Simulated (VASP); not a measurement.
Write the native input for VASP 6.6.1 that does the following.

| Property | Result |
| --- | --- |
| Task | single point |
| Functional | PBEsol |
| Potentials or basis | VASP PAW PBE potentials, release 64 (Cu, O) |
| Cutoff | 520 eV |
| k mesh | 7 × 7 × 7 |
| Occupations | fermi-dirac, width 0.05 eV |
| Spin | no spin polarisation |
| Dipole correction | no |
| Further INCAR settings | ALGO = Normal; EDIFF = 1e-07; NBANDS = 34 |

The structure of CuO lies in POSCAR:

```
CuO
1.0
    4.1609370000      0.0000000000      0.0000000000
    0.0000000000      4.1609370000      0.0000000000
    0.0000000000      0.0000000000      3.8876430000
Cu O
3 3
Direct
    0.5000000000      0.0000000000      0.5000000000
    0.0000000000      0.5000000000      0.5000000000
    0.0000000000      0.0000000000      0.0000000000
    0.0000000000      0.0000000000      0.5000000000
    0.5000000000      0.0000000000      0.0000000000
    0.0000000000      0.5000000000      0.0000000000
```

The input as run:

INCAR

```
SYSTEM = CuO
PREC     = Accurate       ! precision mode
ENCUT    = 520            ! plane-wave cutoff, eV
EDIFF    = 1E-7           ! SCF threshold, eV
ISMEAR   = -1             ! smearing method
SIGMA    = 0.05           ! smearing width, eV
LREAL    = .FALSE.        ! projectors in reciprocal space
LASPH    = .TRUE.         ! aspherical terms in the spheres
NELM     = 80             ! most SCF steps
ALGO     = Normal         ! electronic algorithm
ISIF     = 2              ! what is computed and relaxed
LWAVE    = .FALSE.        ! write WAVECAR
LCHARG   = .TRUE.         ! write CHGCAR
GGA      = PS             ! functional
LELF     = .TRUE.         ! ELF
LVHAR    = .TRUE.       
NBANDS   = 34             ! bands
```

KPOINTS

```
Automatic mesh
0
G
  7 7 7
  0 0 0
```

Potentials or basis: VASP PAW PBE potentials, release 64 (Cu, O).

Command:

```console
$ cat potpaw_PBE.64/Cu/POTCAR potpaw_PBE.64/O/POTCAR > POTCAR
$ mpirun -np 1 vasp_std > vasp.out
```

It gave:

| Quantity | Value |
| --- | --- |
| Pressure | -4.9 GPa |

Caveat: the PAW data sets were made with another functional, which shifts forces and pressure a little; an odd number of electrons without spin polarisation forces a metal; a magnetic or distorted state may lie lower.

Run time: 110 s on 1 thread of Intel(R) Xeon(R) Platinum 8259CL CPU @ 2.50GHz (Skylake/Cascade Lake) (shared host), peak memory 0.22 GiB.
